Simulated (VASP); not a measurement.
# Pt (P6_3/mmc) in VASP: single point with PBE

Aim: the single point of Pt with PBE.

Program: VASP 6.6.1. These are calculated values, not measurements. Logs are shortened: lines on timing, memory, paths and dates and some standing lists are left out, and cuts for length are marked.

### Step 1. The cell of the first run

The structure is hexagonal, space group P6_3/mmc (No. 194). The conventional cell has a = 2.588 Å, b = 2.588 Å, c = 4.383 Å, α = 90.00°, β = 90.00°, γ = 120.00°. Pt (site symmetry -6m2) has 12 Pt at 2.59 to 2.65 Å within 3.4 Å.

This isn't the form of Pt at room conditions, which is fcc.

### Step 2. Single point, PBE

INCAR reads:

```
  PREC = Accurate
  ENCUT = 520
  EDIFF = 1E-7
  ISMEAR = -1
  SIGMA = 0.05
  LREAL = F
  LASPH = T
  NELM = 100
  ALGO = Normal
  ISIF = 2
  LWAVE = F
  LCHARG = F
  GGA = PE
  NBANDS = 17
```

KPOINTS reads:

```
Automatic mesh
0
Gamma
  17 17 9
```

POSCAR reads:

```
Pt
1.0
    2.5882207878      0.0000000000      0.0000000000
   -1.2941103939      2.2414649529      0.0000000000
    0.0000000000      0.0000000000      4.3831672361
Pt
2
Direct
    0.3333333333      0.6666666667      0.2500000000
    0.6666666667      0.3333333333      0.7500000000
```

Potentials or basis: VASP PAW PBE potentials, release 64 (Pt).

On the command line:

```
cat potpaw_PBE.64/Pt/POTCAR > POTCAR
mpirun -np 1 vasp_std > vasp.out
```

OUTCAR:

```text
PREC = Accurate
   ENCUT = 520
   EDIFF = 1E-7
   ISMEAR = -1
   LREAL = F
   LASPH = T
   NELM = 100
   ISIF = 2
   GGA = PE

 ion  position               nearest neighbor table
   1  0.333  0.667  0.250-   2 2.65   2 2.65   2 2.65   2 2.65   2 2.65   2 2.65
   2  0.667  0.333  0.750-   1 2.65   1 2.65   1 2.65   1 2.65   1 2.65   1 2.65

  LATTYP: Found a hexagonal cell.
 ALAT       =     2.5882207878
 C/A-ratio  =     1.6935059237

  Lattice vectors:

 A1 = (   2.5882207878,   0.0000000000,   0.0000000000)
 A2 = (  -1.2941103939,   2.2414649529,   0.0000000000)
 A3 = (   0.0000000000,   0.0000000000,   4.3831672361)

Analysis of symmetry for initial positions (statically):
=====================================================================
 Subroutine PRICEL returns:
 Original cell was already a primitive cell.

 Routine SETGRP: Setting up the symmetry group for a
 hexagonal supercell.

 Subroutine GETGRP returns: Found 24 space group operations
 (whereof 12 operations were pure point group operations)
 out of a pool of 24 trial point group operations.

The static configuration has the point symmetry D_3d.
 The point group associated with its full space group is D_6h.

Analysis of symmetry for dynamics (positions and initial velocities):
=====================================================================
 Subroutine PRICEL returns:
 Original cell was already a primitive cell.

 Routine SETGRP: Setting up the symmetry group for a
 hexagonal supercell.

 Subroutine GETGRP returns: Found 24 space group operations
 (whereof 12 operations were pure point group operations)
 out of a pool of 24 trial point group operations.

The dynamic configuration has the point symmetry D_3d.
 The point group associated with its full space group is D_6h.

 Subroutine INISYM returns: Found 24 space group operations
 (whereof 12 operations are pure point group operations),
 and found     1 'primitive' translations

----------------------------------------------------------------------------------------

                                     Primitive cell

  volume of cell :      25.4285

  direct lattice vectors                    reciprocal lattice vectors
     2.588220788  0.000000000  0.000000000     0.386365802  0.223068400  0.000000000
    -1.294110394  2.241464953  0.000000000     0.000000000  0.446136799  0.000000000
     0.000000000  0.000000000  4.383167236     0.000000000  0.000000000  0.228145527

  length of vectors
     2.588220788  2.588220788  4.383167236     0.446136799  0.446136799  0.228145527

  position of ions in fractional coordinates (direct lattice)
     0.333333333  0.666666667  0.250000000
     0.666666667  0.333333333  0.750000000

  ion indices of the primitive-cell ions
   primitive index   ion index
                 1           1
                 2           2

----------------------------------------------------------------------------------------

 KPOINTS: Automatic mesh

Automatic generation of k-mesh.
 Grid dimensions read from file:
 generate k-points for:   17   17    9

 Generating k-lattice:

  Cartesian coordinates                     Fractional coordinates (reciprocal lattice)
     0.022727400  0.013121671  0.000000000     0.058823529 -0.000000000  0.000000000
     0.000000000  0.026243341  0.000000000     0.000000000  0.058823529  0.000000000
     0.000000000  0.000000000  0.025349503     0.000000000  0.000000000  0.111111111

  Length of vectors
     0.026243341  0.026243341  0.025349503

  Shift w.r.t. Gamma in fractional coordinates (k-lattice)
     0.000000000  0.000000000  0.000000000

 Subroutine IBZKPT returns following result:
 ===========================================

 Found    165 irreducible k-points:

 Following reciprocal coordinates:
            Coordinates               Weight
  0.000000  0.000000  0.000000      1.000000
  0.058824  0.000000  0.000000      6.000000
  0.117647 -0.000000  0.000000      6.000000
  0.176471 -0.000000  0.000000      6.000000
  0.235294 -0.000000  0.000000      6.000000
  0.294118  0.000000  0.000000      6.000000
[... 16 lines left out ...]
  0.411765  0.117647  0.000000     12.000000
  0.176471  0.176471  0.000000      6.000000
 [... further k-points ...]
   k-points           NKPTS =    165   k-points in BZ     NKDIM =    165   number of bands    NBANDS=     17
   number of dos      NEDOS =    301   number of ions     NIONS =      2
   total plane-waves  NPLWV =  14400
   dimension x,y,z NGX =    20 NGY =   20 NGZ =   36
   dimension x,y,z NGXF=    40 NGYF=   40 NGZF=   72
   ions per type =               2
   NGX,Y,Z   is equivalent  to a cutoff of  12.85, 12.85, 13.65 a.u.
   NGXF,Y,Z  is equivalent  to a cutoff of  25.69, 25.69, 27.31 a.u.
 SYSTEM =  unknown system
   PREC   = accura    normal or accurate (medium, high low for compatibility)
   ISTART =      0    job   : 0-new  1-cont  2-samecut
   ICHARG =      2    charge: 1-file 2-atom 10-const
   ISPIN  =      1    spin polarized calculation?
   LNONCOLLINEAR =      F non collinear calculations
   LSORBIT =      F    spin-orbit coupling
   LASPH  =      T    aspherical Exc in radial PAW
   ENCUT  =  520.0 eV  38.22 Ry    6.18 a.u.   4.81  4.81  8.15*2*pi/ulx,y,z
   NELM   =    100;   NELMIN=  2; NELMDL= -5     # of ELM steps
   EDIFF  = 0.1E-06   stopping-criterion for ELM
   LREAL  =      F    real-space projection
   EDIFFG = 0.1E-05   stopping-criterion for IOM
   NSW    =      0    number of steps for IOM
   IBRION =     -1    ionic relax: 0-MD 1-quasi-New 2-CG
   NFREE  =      0    steps in history (QN), initial steepest desc. (CG)
   ISIF   =      2    stress and relaxation
   ISYM   =      2    0-nonsym 1-usesym 2-fastsym
   POTIM  = 0.5000    time-step for ionic-motion
   TEBEG  =    0.0;   TEEND  =   0.0 temperature during run
   PSTRESS=    0.0 pullay stress
   NELECT =      20.0000    total number of electrons
   NUPDOWN=      -1.0000    fix difference up-down
   EMIN   =  10.00;   EMAX   =-10.00  energy-range for DOS
   EFERMI =   0.00;   METHOD = LEGACY
   ISMEAR =    -1;   SIGMA  =   0.05  broadening in eV -4-tet -1-fermi 0-gaus
   EFERMI_NEDOS =   21; number of points for ismear=-14 and -15
   IALGO  =     38    algorithm
   IMIX   =      4    mixing-type and parameters
     AMIX     =   0.40;   BMIX     =  1.00
     AMIX_MAG =   1.60;   BMIX_MAG =  1.00
  volume/ion in A,a.u.               =      12.71        85.80
  Fermi-wavevector in a.u.,A,eV,Ry     =   1.511162  2.855682 31.070413  2.283611
  Thomas-Fermi vector in A             =   2.621256
   LORBIT       =      0    0 simple, 1 ext, 2 COOP (PROOUT), +10 PAW based schemes
   GGA     = PE    functional components
   LHFCALC =     F    Hartree Fock is set to
   AEXX    =    0.0000 exact exchange contribution
   IVDW    =     0    specifies the selected vdW correction
   LEPSILON=     F    determine dielectric tensor
   LRPA    =     F    only Hartree local field effects (RPA)
 non-spin polarized calculation
  energy-cutoff  :      520.00
  volume of cell :       25.43
 maximum number of plane-waves:       701
 NGX is ok and might be reduce to    20
   NGX =  9   NGY =  9   NGZ = 17

 number of electron      19.9999999 magnetization

 Free energy of the ion-electron system (eV)
  ---------------------------------------------------
  ext. energy  EPLUGINS =         0.00000000
  ---------------------------------------------------
  free energy    TOTEN  =       -10.72082583 eV

  energy without entropy =      -10.69785456  energy(sigma->0) =      -10.70934020

 E-fermi :  14.8414     XC(G=0): -14.5328

 val. band max:       14.8337965012   @ k =   0.3529   0.1765   0.0000
 cond. band min:      14.8443605673   @ k =   0.2353   0.0588   0.0000
 fundamental gap:      0.0105640661
 Fermi energy:        14.8414159115

 k-point     1 :       0.0000    0.0000    0.0000
  band No.  band energies     occupation
      1       2.5916      2.00000
      2       5.4478      2.00000
      3       9.5047      2.00000
      4      10.0143      2.00000
      5      10.0143      2.00000
      6      10.6056      2.00000
[... 9 lines left out ...]
     16      32.0569      0.00000
     17      37.9274      0.00000

 k-point     2 :       0.0588    0.0000    0.0000
  band No.  band energies     occupation
      1       2.7449      2.00000
      2       5.5894      2.00000
      3       9.4341      2.00000
      4      10.0529      2.00000
      5      10.1423      2.00000
      6      10.5175      2.00000
[... 9 lines left out ...]
     16      32.3372      0.00000
     17      36.4757      0.00000

 k-point     3 :       0.1176   -0.0000    0.0000
  band No.  band energies     occupation
      1       3.1891      2.00000
      2       5.9815      2.00000
      3       9.1979      2.00000
      4      10.1348      2.00000
      5      10.4050      2.00000
      6      10.5204      2.00000
[... 9 lines left out ...]
     16      33.0668      0.00000
     17      34.7444      0.00000

 k-point     4 :       0.1765   -0.0000    0.0000
  band No.  band energies     occupation
      1       3.8719      2.00000
      2       6.4926      2.00000
      3       8.9325      2.00000
      4       9.8749      2.00000
      5       9.8758      2.00000
      6      10.7950      2.00000
[... 9 lines left out ...]
     16      33.4447      0.00000
     17      33.6965      0.00000
[... 343 lines left out ...]
      1       6.5755      2.00000
      2       6.7331      2.00000
      3       7.1059      2.00000
      4       9.8307      2.00000
      5       9.8461      2.00000
      6      10.4410      2.00000
[... 9 lines left out ...]
     16      29.3767      0.00000
     17      29.9553      0.00000

 k-point    23 :       0.4118    0.1176    0.0000
  band No.  band energies     occupation
      1       6.4699      2.00000
      2       6.7539      2.00000
      3       6.9125      2.00000
      4       9.8949      2.00000
      5      10.1689      2.00000
      6      10.3588      2.00000
[... 9 lines left out ...]
     16      28.3576      0.00000
     17      29.0968      0.00000

 k-point    24 :       0.1765    0.1765    0.0000
  band No.  band energies     occupation
      1       5.9141      2.00000
      2       7.7059      2.00000
      3       8.0769      2.00000
      4       8.1637      2.00000
      5       9.7971      2.00000
      6       9.9093      2.00000
[... 9 lines left out ...]
     16      31.1054      0.00000
     17      33.6242      0.00000

 [... further k-points ...]

------------------------ aborting loop because EDIFF is reached ----------------------------------------

  FORCE on cell =-STRESS in cart. coord.  units (eV):
  Direction    XX          YY          ZZ          XY          YZ          ZX
  --------------------------------------------------------------------------------------
  -------------------------------------------------------------------------------------
  Total       14.5352932     14.5352932     14.5252413     -0.0000000      0.0000000      0.0000000
  in kB      915.8261981    915.8261982    915.1928578     -0.0000000      0.0000000      0.0000000
  external PRESSURE =     915.6150847 kB  Pullay stress =       0.0000000 kB

 VOLUME and BASIS-vectors are now :
 -----------------------------------------------------------------------------
  energy-cutoff  :      520.00
  volume of cell :       25.43
      direct lattice vectors                 reciprocal lattice vectors
     2.588220788  0.000000000  0.000000000     0.386365802  0.223068400  0.000000000
    -1.294110394  2.241464953  0.000000000     0.000000000  0.446136799  0.000000000
     0.000000000  0.000000000  4.383167236     0.000000000  0.000000000  0.228145527

 POSITION                                       TOTAL-FORCE (eV/Angst)
 -----------------------------------------------------------------------------------
     -0.00000      1.49431      1.09579        -0.000000      0.000000      0.000000
      1.29411      0.74715      3.28738         0.000000     -0.000000      0.000000
 -----------------------------------------------------------------------------------
    total drift:                               -0.000000      0.000000     -0.000000

  FREE ENERGIE OF THE ION-ELECTRON SYSTEM (eV)
  ---------------------------------------------------
  free  energy   TOTEN  =       -10.7208258298 eV

  energy  without entropy=      -10.6978545610  energy(sigma->0) =      -10.70934020
```

Run time: 93 s. Hardware: 1 thread of Intel Xeon 8259CL, shared host; peak memory 0.19 GiB.

Results:

```
Free energy            : -10.7208 eV
Pressure               : 91.6 GPa
Band gap on the k mesh : zero (bands 10 and 11 overlap by 1.68 eV)
```

Caveat: the cell stands under pressure; spin-orbit coupling is left out, which moves the levels of the heavy elements.
